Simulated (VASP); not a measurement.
# MgO (Cmcm) in VASP: a series of runs, part 2 of 2

VASP 6.6.1.

### 4 Single point, PBEsol (mode 4 (275.8 1/cm) frozen in, largest displacement -0.150 Å)

Input file INCAR:

```
SYSTEM = MgO
PREC = Accurate
ENCUT = 520
EDIFF = 1E-6
ISMEAR = 0
SIGMA = 0.05
LREAL = .FALSE.
LASPH = .TRUE.
NELM = 60
ALGO = Normal
ISIF = 2
LWAVE = .FALSE.
LCHARG = .FALSE.
GGA = PS
NBANDS = 16
```

Input file KPOINTS:

```
regular mesh
0
G
  8 8 6
  0 0 0
```

Input file POSCAR:

```
MgO
1.0
    0.0000000000     -2.1351500000     -2.1351500000
    0.0000000000      2.1351500000     -2.1351500000
    4.2703000000      0.0000000000      0.0000000000
Mg O
2 2
Direct
    0.5351263377      0.4648736623      0.5000000000
   -0.0351263377      0.0351263377      0.0000000000
    0.4841150365      0.5158849635      0.0000000000
    0.0158849635     -0.0158849635      0.5000000000
```

Potentials or basis: VASP PAW PBE potentials, release 64 (Mg, O).

Command:

```bash
cat potpaw_PBE.64/Mg/POTCAR potpaw_PBE.64/O/POTCAR > POTCAR
mpirun -np 1 vasp_std > vasp.out
```

OUTCAR:

```text
SYSTEM = MgO
   PREC = Accurate
   ENCUT = 520
   EDIFF = 1E-6
   ISMEAR = 0
   LREAL = .FALSE.
   LASPH = .TRUE.
   NELM = 60
   ISIF = 2
   GGA = PS

 ion  position               nearest neighbor table
   1  0.535  0.465  0.500-   4 2.05   4 2.14   4 2.14   3 2.15   3 2.15   4 2.22   2 2.82   2 2.82
                             2 3.03   2 3.03   2 3.03   2 3.03   2 3.24   2 3.24
   2  0.965  0.035  0.000-   3 2.05   3 2.14   3 2.14   4 2.15   4 2.15   3 2.22   1 2.82   1 2.82
                             1 3.03   1 3.03   1 3.03   1 3.03   1 3.24   1 3.24
   3  0.484  0.516  0.000-   2 2.05   2 2.14   2 2.14   1 2.15   1 2.15   2 2.22
   4  0.016  0.984  0.500-   1 2.05   1 2.14   1 2.14   2 2.15   2 2.15   1 2.22

  LATTYP: Found a simple tetragonal cell.
 ALAT       =     3.0195580877
 C/A-ratio  =     1.4142135624

  Lattice vectors:

 A1 = (   0.0000000000,  -2.1351500000,  -2.1351500000)
 A2 = (   0.0000000000,   2.1351500000,  -2.1351500000)
 A3 = (   4.2703000000,   0.0000000000,   0.0000000000)

Analysis of symmetry for initial positions (statically):
=====================================================================
 Subroutine PRICEL returns:
 Original cell was already a primitive cell.

 Routine SETGRP: Setting up the symmetry group for a
 simple tetragonal supercell.

 Subroutine GETGRP returns: Found  8 space group operations
 (whereof  4 operations were pure point group operations)
 out of a pool of 16 trial point group operations.

The static configuration has the point symmetry C_2v.
 The point group associated with its full space group is D_2h.

Analysis of symmetry for dynamics (positions and initial velocities):
=====================================================================
 Subroutine PRICEL returns:
 Original cell was already a primitive cell.

 Routine SETGRP: Setting up the symmetry group for a
 simple tetragonal supercell.

 Subroutine GETGRP returns: Found  8 space group operations
 (whereof  4 operations were pure point group operations)
 out of a pool of 16 trial point group operations.

The dynamic configuration has the point symmetry C_2v.
[... 128 lines left out ...]
   LORBIT       =      0    0 simple, 1 ext, 2 COOP (PROOUT), +10 PAW based schemes
   GGA     = PS    functional components
   LHFCALC =     F    Hartree Fock is set to
   AEXX    =    0.0000 exact exchange contribution
   IVDW    =     0    specifies the selected vdW correction
   LEPSILON=     F    determine dielectric tensor
   LRPA    =     F    only Hartree local field effects (RPA)
 non-spin polarized calculation
 Gauss-broadening in eV      SIGMA  =   0.05
  energy-cutoff  :      520.00
  volume of cell :       38.94
 maximum number of plane-waves:      1088
 NGX is ok and might be reduce to    24
   NGX = 11   NGY = 11   NGZ = 15

 number of electron      15.9999993 magnetization

 Free energy of the ion-electron system (eV)
  ---------------------------------------------------
  ext. energy  EPLUGINS =         0.00000000
  ---------------------------------------------------
  free energy    TOTEN  =       -24.81685161 eV

  energy without entropy =      -24.81685161  energy(sigma->0) =      -24.81685161

 E-fermi :   3.0140     XC(G=0): -11.1129

 val. band max:        2.7962391815   @ k =   0.0000   0.0000   0.0000
 cond. band min:       6.9717234693   @ k =   0.0000   0.0000   0.0000
 fundamental gap:      4.1754842879
 Fermi energy:         3.0139878783

 k-point     1 :       0.0000    0.0000    0.0000
  band No.  band energies     occupation
      1     -14.2235      2.00000
      2     -12.7558      2.00000
      3      -1.1943      2.00000
      4       1.4659      2.00000
      5       1.4690      2.00000
      6       2.7485      2.00000
[... 433 lines left out ...]
      3      -0.8447      2.00000
      4       0.4968      2.00000
      5       0.5717      2.00000
      6       1.7298      2.00000
[... 8 lines left out ...]
     15      19.0748      0.00000
     16      20.0895      0.00000

 [... further k-points ...]

------------------------ aborting loop because EDIFF is reached ----------------------------------------

  FORCE on cell =-STRESS in cart. coord.  units (eV):
  Direction    XX          YY          ZZ          XY          YZ          ZX
  --------------------------------------------------------------------------------------
  -------------------------------------------------------------------------------------
  Total       -1.1658860     -1.0988694     -1.7788591      0.0000000      0.0000000      0.0000000
  in kB      -47.9757198    -45.2180145    -73.1993070      0.0000000      0.0000000      0.0000000
  external PRESSURE =     -55.4643471 kB  Pullay stress =       0.0000000 kB

 VOLUME and BASIS-vectors are now :
 -----------------------------------------------------------------------------
  energy-cutoff  :      520.00
  volume of cell :       38.94
      direct lattice vectors                 reciprocal lattice vectors
     0.000000000 -2.135150000 -2.135150000     0.000000000 -0.234175585 -0.234175585
     0.000000000  2.135150000 -2.135150000     0.000000000  0.234175585 -0.234175585
     4.270300000  0.000000000  0.000000000     0.234175585  0.000000000  0.000000000

 POSITION                                       TOTAL-FORCE (eV/Angst)
 -----------------------------------------------------------------------------------
      2.13515     -0.15000     -2.13515         0.000000      1.060201      0.000000
      0.00000     -1.98515     -2.13515         0.000000     -1.060201      0.000000
      0.00000      0.06783     -2.13515         0.000000     -0.287614      0.000000
      2.13515      2.06732     -2.13515         0.000000      0.287614      0.000000
 -----------------------------------------------------------------------------------
    total drift:                                0.000000     -0.000000      0.000000

  FREE ENERGIE OF THE ION-ELECTRON SYSTEM (eV)
  ---------------------------------------------------
  free  energy   TOTEN  =       -24.8168516110 eV

  energy  without entropy=      -24.8168516110  energy(sigma->0) =      -24.81685161
```

OSZICAR:

```text
N       E                     dE             d eps       ncg     rms          rms(c)
DAV:   1     0.498965050057E+02    0.49897E+02   -0.78281E+03  2824   0.900E+02
DAV:   2    -0.245864704950E+02   -0.74483E+02   -0.69179E+02  3712   0.191E+02
DAV:   3    -0.275775268408E+02   -0.29911E+01   -0.29852E+01  3200   0.377E+01
DAV:   4    -0.275878233050E+02   -0.10296E-01   -0.10296E-01  3328   0.260E+00
DAV:   5    -0.275878658694E+02   -0.42564E-04   -0.42564E-04  3192   0.164E-01    0.939E+00
DAV:   6    -0.248929490660E+02    0.26949E+01   -0.69250E+00  2784   0.207E+01    0.316E+00
DAV:   7    -0.248473190315E+02    0.45630E-01   -0.13649E-01  2784   0.303E+00    0.190E+00
DAV:   8    -0.248188009355E+02    0.28518E-01   -0.65300E-02  2880   0.276E+00    0.451E-01
DAV:   9    -0.248171571948E+02    0.16437E-02   -0.14448E-03  3536   0.362E-01    0.222E-01
DAV:  10    -0.248168480614E+02    0.30913E-03   -0.11340E-03  2920   0.268E-01    0.134E-02
DAV:  11    -0.248168511840E+02   -0.31225E-05   -0.64747E-06  3368   0.217E-02    0.636E-03
DAV:  12    -0.248168516110E+02   -0.42705E-06   -0.40088E-07  1968   0.663E-03
   1 F= -.24816852E+02 E0= -.24816852E+02  d E =-.426698E-12
```

stdout:

```text
POSCAR found type information on POSCAR MgO
 POSCAR found :  2 types and       4 ions
 scaLAPACK will be used
 -----------------------------------------------------------------------------
|                                                                             |
|                                                                             |
|     You enforced a specific xc type in the INCAR file but a different       |
|     I HOPE YOU KNOW WHAT YOU ARE DOING!                                     |
|                                                                             |
 -----------------------------------------------------------------------------

 LDA part: xc-table for (Slater+PW92), standard interpolation
 POSCAR, INCAR and KPOINTS ok, starting setup
 FFT: planning ... GRIDC
 FFT: planning ... GRID_SOFT
 FFT: planning ... GRID
 WAVECAR not read
 entering main loop
```

Run time: 68 s. Hardware: 1 thread of AMD EPYC 7R13, shared host; peak memory 0.15 GiB.

What came out:

```yaml
Free_energy: -24.8169 eV
Pressure: -5.5 GPa
Largest_force: 1.060 eV/Å
Band_gap_on_the_k_mesh: 4.18 eV, direct
```

Forces in eV/Å, atoms in the order of the input:
```
Mg   0.000  1.060  0.000
Mg   0.000 -1.060  0.000
O    0.000 -0.288  0.000
O    0.000  0.288  0.000
```

Caveat: the cell differs from its parent crystal (mode 4 (275.8 1/cm) frozen in, largest displacement -0.150 Å); the PAW data sets were made with another functional, which shifts forces and pressure a little.

### 5 Single point, PBEsol (mode 4 (275.8 1/cm) frozen in, largest displacement +0.075 Å)

Input file INCAR:

```
ALGO     = Normal         # electronic algorithm
EDIFF    = 1E-7           # SCF threshold, eV
ENCUT    = 520            # plane-wave cutoff, eV
GGA      = PS             # functional
ISIF     = 2              # what is computed and relaxed
ISMEAR   = 0              # smearing method
LASPH    = T              # aspherical terms in the spheres
LCHARG   = F              # write CHGCAR
LREAL    = F              # projectors in reciprocal space
LWAVE    = F              # write WAVECAR
NBANDS   = 16             # bands
NELM     = 100            # most SCF steps
PREC     = Accurate       # precision mode
SIGMA    = 0.05           # smearing width, eV
```

Input file KPOINTS:

```
k-points
0
Gamma
  8 8 6
```

Input file POSCAR:

```
MgO
1.0
    0.0000000000     -2.1351500000     -2.1351500000
    0.0000000000      2.1351500000     -2.1351500000
    4.2703000000      0.0000000000      0.0000000000
Mg O
2 2
Direct
    0.4824368311      0.5175631689      0.5000000000
    0.0175631689     -0.0175631689      0.0000000000
    0.5079424817      0.4920575183      0.0000000000
   -0.0079424817      0.0079424817      0.5000000000
```

Command:

```bash
cat potpaw_PBE.64/Mg/POTCAR potpaw_PBE.64/O/POTCAR > POTCAR
mpirun -np 1 vasp_std > vasp.out
```

Wall time 65 s (1 thread of AMD EPYC 7R13, shared host); peak memory 0.15 GiB.

The run converged. Its results:

```
Free energy            : -24.9498 eV
Pressure               : -6.2 GPa
Largest force          : 0.517 eV/Å
Band gap on the k mesh : 4.23 eV, direct
```

Forces in eV/Å, atoms in the order of the input:
```
Mg   0.000 -0.517  0.000
Mg   0.000  0.517  0.000
O    0.000  0.151  0.000
O    0.000 -0.151  0.000
```

Stress tensor (GPa, compression positive):
```
-5.97  0.00  0.00
 0.00 -5.89  0.00
 0.00  0.00 -6.59
```

Levels at points of the mesh, in eV from the valence-band top:
| k point | band 6 | band 7 | band 8 | band 9 | band 10 | band 11 |
| --- | --- | --- | --- | --- | --- | --- |
| (0.00, 0.00, 0.00) | -0.01 | -0.01 | 0.00 | 4.23 | 8.88 | 9.42 |
| (0.50, 0.00, 0.00) | -1.87 | -0.66 | -0.59 | 8.98 | 8.98 | 11.08 |
| (0.50, 0.50, 0.00) | -1.31 | -1.31 | -1.31 | 8.86 | 8.87 | 9.40 |
| (0.00, 0.00, 0.50) | -0.72 | -0.72 | -0.72 | 7.56 | 7.56 | 10.85 |
| (0.50, 0.00, 0.50) | -0.62 | -0.62 | -0.62 | 7.47 | 7.47 | 12.02 |
| (0.50, 0.50, 0.50) | -2.88 | -1.71 | -1.71 | 11.08 | 11.08 | 11.21 |

Caveat: the cell differs from its parent crystal (mode 4 (275.8 1/cm) frozen in, largest displacement +0.075 Å); the PAW data sets were made with another functional, which shifts forces and pressure a little.

### 6 Single point, PBEsol (mode 4 (275.8 1/cm) frozen in, largest displacement +0.263 Å)

Input file INCAR:

```
SYSTEM = MgO
ALGO = Normal
EDIFF = 1E-6
ENCUT = 520
GGA = PS
ISIF = 2
ISMEAR = 0
LASPH = .True.
LCHARG = .False.
LREAL = .False.
LWAVE = .False.
NBANDS = 16
NELM = 60
PREC = Accurate
SIGMA = 0.05
```

Input file KPOINTS:

```
k-points
0
Gamma
  8 8 6
  0 0 0
```

Input file POSCAR:

```
MgO
1.0
    0.0000000000     -2.1351500000     -2.1351500000
    0.0000000000      2.1351500000     -2.1351500000
    4.2703000000      0.0000000000      0.0000000000
Mg O
2 2
Direct
    0.4385289090      0.5614710910      0.5000000000
    0.0614710910     -0.0614710910      0.0000000000
    0.5277986861      0.4722013139      0.0000000000
   -0.0277986861      0.0277986861      0.5000000000
```

Potentials or basis: VASP PAW PBE potentials, release 64 (Mg, O).

Command:

```bash
cat potpaw_PBE.64/Mg/POTCAR potpaw_PBE.64/O/POTCAR > POTCAR
mpirun -np 1 vasp_std > vasp.out
```

It took 66 s on 1 thread of AMD EPYC 7R13, shared host; peak memory 0.15 GiB.

The run converged. Its results:

| Quantity | Value |
| --- | --- |
| Free energy | -24.4414 eV |
| Pressure | -3.8 GPa |
| Largest force | 1.968 eV/Å |
| Band gap on the k mesh | 4.03 eV, direct |

Forces on the atoms (eV/Å):
```
Mg   0.000 -1.968  0.000
Mg   0.000  1.968  0.000
O    0.000  0.425  0.000
O    0.000 -0.425  0.000
```

Stress tensor (GPa, compression positive):
```
-1.21  0.00  0.00
 0.00 -0.86  0.00
 0.00  0.00 -9.23
```

Levels at points of the mesh, in eV from the valence-band top:
```tsv
k point	band 4	band 5	band 6	band 7	band 8	band 9	band 10	band 11	band 12	band 13
(0.00, 0.00, 0.00)	-1.37	-1.36	-0.14	-0.11	0.00	4.03	8.91	9.21	11.74	14.72
(0.50, 0.00, 0.00)	-3.33	-2.20	-1.72	-0.79	-0.58	8.77	8.81	10.25	12.11	12.26
(0.50, 0.50, 0.00)	-4.00	-1.46	-1.37	-1.35	-1.31	8.66	8.77	8.99	9.22	12.41
(0.00, 0.00, 0.50)	-2.62	-0.78	-0.78	-0.78	-0.78	7.39	7.39	10.68	10.68	14.46
(0.50, 0.00, 0.50)	-4.56	-0.68	-0.68	-0.61	-0.61	7.30	7.30	11.72	11.72	15.37
(0.50, 0.50, 0.50)	-3.00	-2.94	-2.94	-1.62	-1.62	10.26	10.26	11.08	11.08	11.95
```

Caveat: the cell differs from its parent crystal (mode 4 (275.8 1/cm) frozen in, largest displacement +0.263 Å); the PAW data sets were made with another functional, which shifts forces and pressure a little.
